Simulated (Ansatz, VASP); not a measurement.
**One calculation of Re, two programs**

```
CELL_PARAMETERS angstrom
0.00000 1.95653 1.95653
1.95653 0.00000 1.95653
1.95653 1.95653 0.00000
ATOMIC_POSITIONS crystal
Re 0.00000 0.00000 0.00000
```

Alike in both runs: task single point; functional r2SCAN; k mesh 18 × 18 × 18; occupations gaussian, width 0.05 eV; no spin polarisation.

|  | VASP | Ansatz |
| --- | --- | --- |
| version | VASP 6.6.1 | Ansatz 0.2.0 |
| potentials or method | VASP PAW PBE potentials, release 64 (Re), cutoff 520 eV | scalar-relativistic, plane waves, PAW |
| valence electrons in the cell | 7 | 15 |

VASP gave:

| Property | Result |
| --- | --- |
| gap on the k mesh at the Fermi level (eV) | none |
| pressure (GPa) | -5.8 |

**Question.** What did Ansatz give for the same quantities?

**Answer.** gap on the k mesh at the Fermi level (eV): none; pressure (GPa): -5.7.

VASP's potentials were made for PBE, not for r2SCAN. A gap of «none» marks a metal or a gap that the smearing closes. VASP's potentials hold 7 valence electrons a cell and Ansatz's 15, so a difference there can come from the potentials and not from the codes.

Neither program's run includes spin-orbit coupling.
